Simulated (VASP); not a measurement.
# SnTe in VASP: single point with PBEsol+D4

Aim: the single point of SnTe with PBEsol+D4.

All numbers are computed with VASP 6.6.1; they aren't measurements. Logs are shortened: lines on timing, memory, paths and dates and some standing lists are left out, and cuts for length are marked.

## (1) The cell of the first run

The cell holds a slab with vacuum, 6 atoms: a = 4.456 Å, b = 4.456 Å, c = 23.096 Å, α = 90.00°, β = 90.00°, γ = 60.00°.

## (2) Single point, PBEsol+D4

The input, INCAR:

```
SYSTEM = SnTe
  ALGO = Normal
  DIPOL = 0.5 0.5 0.500
  EDIFF = 1E-6
  ENCUT = 400
  GGA = PS
  GGA_COMPAT = .False.
  IDIPOL = 3
  ISIF = 2
  ISMEAR = 1
  IVDW = 13
  LASPH = .True.
  LCHARG = .False.
  LDIPOL = .True.
  LREAL = .False.
  LWAVE = .False.
  NBANDS = 39
  NELM = 120
  NELMDL = -8
  PREC = Accurate
  SIGMA = 0.02
```

The input, KPOINTS:

```
k-points
0
Gamma
  4 4 1
  0 0 0
```

The input, POSCAR:

```
SnTe
1.0
    4.4559748030      0.0000000000      0.0000000000
    2.2279874015      3.8589873780      0.0000000000
    0.0000000000      0.0000000000     23.0957204784
Sn Te
3 3
Direct
    0.0000000000      0.0000000000      0.3030864530
    0.3333333333      0.3333333333      0.4606172906
    0.6666666667      0.6666666667      0.6181481282
    0.6666666667      0.6666666667      0.3818518718
    0.0000000000      0.0000000000      0.5393827094
    0.3333333333      0.3333333333      0.6969135470
```

Potentials or basis: VASP PAW PBE potentials, release 64 (Sn_d, Te).

The run is started by

```
$ cat potpaw_PBE.64/Sn_d/POTCAR potpaw_PBE.64/Te/POTCAR > POTCAR
$ mpirun -np 1 vasp_std > vasp.out
```

OUTCAR:

```text
SYSTEM = SnTe
   EDIFF = 1E-6
   ENCUT = 400
   GGA = PS
   ISIF = 2
   ISMEAR = 1
   IVDW = 13
   LASPH = .True.
   LREAL = .False.
   NELM = 120
   NELMDL = -8
   PREC = Accurate

 ion  position               nearest neighbor table
   1  0.000  0.000  0.303-   4 3.15   4 3.15   4 3.15
   2  0.333  0.333  0.461-   4 3.15   4 3.15   5 3.15   5 3.15   5 3.15   4 3.15
   3  0.667  0.667  0.618-   6 3.15   5 3.15   6 3.15   5 3.15   5 3.15   6 3.15
   4  0.667  0.667  0.382-   2 3.15   2 3.15   1 3.15   1 3.15   1 3.15   2 3.15
   5  0.000  0.000  0.539-   3 3.15   2 3.15   3 3.15   2 3.15   3 3.15   2 3.15
   6  0.333  0.333  0.697-   3 3.15   3 3.15   3 3.15

  LATTYP: Found a hexagonal cell.
 ALAT       =     4.4559748030
 C/A-ratio  =     5.1830904571

  Lattice vectors:

 A1 = (  -2.2279874015,  -3.8589873780,   0.0000000000)
 A2 = (   4.4559748030,   0.0000000000,   0.0000000000)
 A3 = (   0.0000000000,   0.0000000000,  23.0957204784)

Analysis of symmetry for initial positions (statically):
=====================================================================
 Subroutine PRICEL returns:
 Original cell was already a primitive cell.

 Routine SETGRP: Setting up the symmetry group for a
 hexagonal supercell.

 Subroutine GETGRP returns: Found  6 space group operations
 (whereof  6 operations were pure point group operations)
 out of a pool of 24 trial point group operations.

The static configuration has the point symmetry C_3v.

Analysis of symmetry for dynamics (positions and initial velocities):
=====================================================================
 Subroutine PRICEL returns:
 Original cell was already a primitive cell.

 Routine SETGRP: Setting up the symmetry group for a
 hexagonal supercell.

 Subroutine GETGRP returns: Found  6 space group operations
 (whereof  6 operations were pure point group operations)
 out of a pool of 24 trial point group operations.

The dynamic configuration has the point symmetry C_3v.

 Subroutine INISYM returns: Found  6 space group operations
 (whereof  6 operations are pure point group operations),
 and found     1 'primitive' translations

----------------------------------------------------------------------------------------

                                     Primitive cell

  volume of cell :     397.1436

  direct lattice vectors                    reciprocal lattice vectors
     4.455974803  0.000000000  0.000000000     0.224417786 -0.129567669  0.000000000
     2.227987402  3.858987378  0.000000000     0.000000000  0.259135338  0.000000000
     0.000000000  0.000000000 23.095720478     0.000000000  0.000000000  0.043298065

  length of vectors
     4.455974803  4.455974803 23.095720478     0.259135338  0.259135338  0.043298065

  position of ions in fractional coordinates (direct lattice)
     0.000000000  0.000000000  0.303086453
     0.333333333  0.333333333  0.460617291
     0.666666667  0.666666667  0.618148128
     0.666666667  0.666666667  0.381851872
     0.000000000  0.000000000  0.539382709
     0.333333333  0.333333333  0.696913547

  ion indices of the primitive-cell ions
   primitive index   ion index
                 1           1
                 2           2
                 3           3
                 4           4
                 5           5
                 6           6

----------------------------------------------------------------------------------------

 KPOINTS: k-points

Automatic generation of k-mesh.
 Grid dimensions read from file:
 generate k-points for:    4    4    1

 Generating k-lattice:

  Cartesian coordinates                     Fractional coordinates (reciprocal lattice)
     0.056104447 -0.032391917  0.000000000     0.250000000  0.000000000  0.000000000
     0.000000000  0.064783835  0.000000000     0.000000000  0.250000000  0.000000000
     0.000000000  0.000000000  0.043298065     0.000000000  0.000000000  1.000000000

  Length of vectors
     0.064783835  0.064783835  0.043298065

  Shift w.r.t. Gamma in fractional coordinates (k-lattice)
     0.000000000  0.000000000  0.000000000

 Subroutine IBZKPT returns following result:
 ===========================================

 Found      4 irreducible k-points:

 Following reciprocal coordinates:
            Coordinates               Weight
  0.000000  0.000000  0.000000      1.000000
  0.250000  0.000000  0.000000      6.000000
  0.500000  0.000000  0.000000      3.000000
  0.500000  0.250000  0.000000      6.000000
   k-points           NKPTS =      4   k-points in BZ     NKDIM =      4   number of bands    NBANDS=     39
   number of dos      NEDOS =    301   number of ions     NIONS =      6
   total plane-waves  NPLWV = 144000
   dimension x,y,z NGX =    30 NGY =   30 NGZ =  160
   dimension x,y,z NGXF=    60 NGYF=   60 NGZF=  320
   ions per type =               3   3
   NGX,Y,Z   is equivalent  to a cutoff of  11.19, 11.19, 11.52 a.u.
   NGXF,Y,Z  is equivalent  to a cutoff of  22.39, 22.39, 23.03 a.u.
 SYSTEM =  SnTe
   PREC   = accura    normal or accurate (medium, high low for compatibility)
   ISTART =      0    job   : 0-new  1-cont  2-samecut
   ICHARG =      2    charge: 1-file 2-atom 10-const
   ISPIN  =      1    spin polarized calculation?
   LNONCOLLINEAR =      F non collinear calculations
   LSORBIT =      F    spin-orbit coupling
   LASPH  =      T    aspherical Exc in radial PAW
   ENCUT  =  400.0 eV  29.40 Ry    5.42 a.u.   7.27  7.27 37.66*2*pi/ulx,y,z
   NELM   =    120;   NELMIN=  2; NELMDL= -8     # of ELM steps
   EDIFF  = 0.1E-05   stopping-criterion for ELM
   LREAL  =      F    real-space projection
   EDIFFG = 0.1E-04   stopping-criterion for IOM
   NSW    =      0    number of steps for IOM
   IBRION =     -1    ionic relax: 0-MD 1-quasi-New 2-CG
   NFREE  =      0    steps in history (QN), initial steepest desc. (CG)
   ISIF   =      2    stress and relaxation
   ISYM   =      2    0-nonsym 1-usesym 2-fastsym
   POTIM  = 0.5000    time-step for ionic-motion
   TEBEG  =    0.0;   TEEND  =   0.0 temperature during run
   PSTRESS=    0.0 pullay stress
   NELECT =      60.0000    total number of electrons
   NUPDOWN=      -1.0000    fix difference up-down
   EMIN   =  10.00;   EMAX   =-10.00  energy-range for DOS
   EFERMI =   0.00;   METHOD = LEGACY
   ISMEAR =     1;   SIGMA  =   0.02  broadening in eV -4-tet -1-fermi 0-gaus
   EFERMI_NEDOS =   21; number of points for ismear=-14 and -15
   IALGO  =     38    algorithm
   IMIX   =      4    mixing-type and parameters
     AMIX     =   0.40;   BMIX     =  1.00
     AMIX_MAG =   1.60;   BMIX_MAG =  1.00
  volume/ion in A,a.u.               =      66.19       446.68
  Fermi-wavevector in a.u.,A,eV,Ry     =   0.871919  1.647688 10.343726  0.760242
  Thomas-Fermi vector in A             =   1.991095
   LORBIT       =      0    0 simple, 1 ext, 2 COOP (PROOUT), +10 PAW based schemes
   GGA     = PS    functional components
   LHFCALC =     F    Hartree Fock is set to
   AEXX    =    0.0000 exact exchange contribution
   IVDW    =    13    specifies the selected vdW correction
   LEPSILON=     F    determine dielectric tensor
   LRPA    =     F    only Hartree local field effects (RPA)
 non-spin polarized calculation
 Methfessel and Paxton  Order N= 1 SIGMA  =   0.02
  energy-cutoff  :      400.00
  volume of cell :      397.14
 maximum number of plane-waves:      7269
 NGX is ok and might be reduce to    30
   NGX = 15   NGY = 15   NGZ = 75

 number of electron      59.9999987 magnetization

 dipolmoment           0.000000      0.000000      0.172601 electrons x Angstroem

 Free energy of the ion-electron system (eV)
  ---------------------------------------------------
  ext. energy  EPLUGINS =         0.00000000
  ---------------------------------------------------
  free energy    TOTEN  =       -23.52586846 eV

  energy without entropy =      -23.52611771  energy(sigma->0) =      -23.52595154

 E-fermi :   0.4715     XC(G=0):  -5.2704

 val. band max:        0.4586372287   @ k =   0.0000   0.0000   0.0000
 cond. band min:       0.6940665150   @ k =   0.5000   0.0000   0.0000
 fundamental gap:      0.2354292863
 Fermi energy:         0.4714573710

 k-point     1 :       0.0000    0.0000    0.0000
  band No.  band energies     occupation
      1     -21.3479      2.00000
      2     -21.3479      2.00000
      3     -21.3063      2.00000
      4     -21.3063      2.00000
      5     -21.2934      2.00000
      6     -20.9608      2.00000
[... 31 lines left out ...]
     38       3.8898      0.00000
     39       3.8898      0.00000

 k-point     2 :       0.2500    0.0000    0.0000
  band No.  band energies     occupation
      1     -21.3487      2.00000
      2     -21.3438      2.00000
      3     -21.3088      2.00000
      4     -21.3068      2.00000
      5     -21.2912      2.00000
      6     -20.9632      2.00000
[... 31 lines left out ...]
     38       4.3770      0.00000
     39       4.4304      0.00000

 k-point     3 :       0.5000    0.0000    0.0000
  band No.  band energies     occupation
      1     -21.3496      2.00000
      2     -21.3397      2.00000
      3     -21.3113      2.00000
      4     -21.3073      2.00000
      5     -21.2889      2.00000
      6     -20.9660      2.00000
[... 31 lines left out ...]
     38       4.6920      0.00000
     39       5.1361      0.00000

 k-point     4 :       0.5000    0.2500    0.0000
  band No.  band energies     occupation
      1     -21.3473      2.00000
      2     -21.3420      2.00000
      3     -21.3104      2.00000
      4     -21.3082      2.00000
      5     -21.2890      2.00000
      6     -20.9624      2.00000
[... 31 lines left out ...]
     38       5.0808      0.00000
     39       5.1466      0.00000

------------------------ aborting loop because EDIFF is reached ----------------------------------------

 vacuum level on the upper side and lower side of the slab       (xc-potential included)         0.709        -1.078

  DFT-D4 for vdW energy calculation

  Edisp (eV):   -1.20125

  FORCE on cell =-STRESS in cart. coord.  units (eV):
  Direction    XX          YY          ZZ          XY          YZ          ZX
  --------------------------------------------------------------------------------------
  -------------------------------------------------------------------------------------
  Total      -5.66763    -5.66763    -5.13780    -0.00000     0.00000    -0.00000
  in kB     -22.86465   -22.86465   -20.72719    -0.00000     0.00000    -0.00000
  external pressure =      -22.15 kB  Pullay stress =        0.00 kB

 VOLUME and BASIS-vectors are now :
 -----------------------------------------------------------------------------
  energy-cutoff  :      400.00
  volume of cell :      397.14
      direct lattice vectors                 reciprocal lattice vectors
     4.455974803  0.000000000  0.000000000     0.224417786 -0.129567669  0.000000000
     2.227987402  3.858987378  0.000000000     0.000000000  0.259135338  0.000000000
     0.000000000  0.000000000 23.095720478     0.000000000  0.000000000  0.043298065

 POSITION                                       TOTAL-FORCE (eV/Angst)
 -----------------------------------------------------------------------------------
      0.00000      0.00000      7.00000         0.000000      0.000000      0.871665
      2.22799      1.28633     10.63829         0.000000      0.000000      1.183797
      4.45597      2.57266     14.27658        -0.000000     -0.000000      1.705410
      4.45597      2.57266      8.81914        -0.000000     -0.000000     -1.090392
      0.00000      0.00000     12.45743        -0.000000     -0.000000     -1.233147
      2.22799      1.28633     16.09572         0.000000     -0.000000     -1.437334
 -----------------------------------------------------------------------------------
    total drift:                               -0.000000     -0.000000      0.000205

  FREE ENERGIE OF THE ION-ELECTRON SYSTEM (eV)
  ---------------------------------------------------
  free  energy   TOTEN  =       -24.7271197534 eV

  energy  without entropy=      -24.7273690047  energy(sigma->0) =      -24.72720284

 vacuum level on the upper side and lower side of the slab         5.949         4.114
```

Run time: 4 min. Hardware: 1 thread of Intel Xeon Platinum 8259CL at 2.50GHz (Skylake/Cascade Lake), shared host; peak memory 0.35 GiB.

Results:

- Free energy: -24.7271 eV
- Largest force: 1.705 eV/Å
- Band gap on the k mesh: 0.24 eV (least direct gap 0.61 eV)
- Dispersion energy per atom: -0.200 eV

Forces in eV/Å, atoms in the order of the input:
```
Sn   0.000  0.000  0.872
Sn   0.000  0.000  1.184
Sn   0.000  0.000  1.705
Te   0.000  0.000 -1.090
Te   0.000  0.000 -1.233
Te   0.000  0.000 -1.437
```

Caveat: the PAW data sets were made with another functional, which shifts forces and pressure a little; spin-orbit coupling is left out, which moves the levels of the heavy elements.
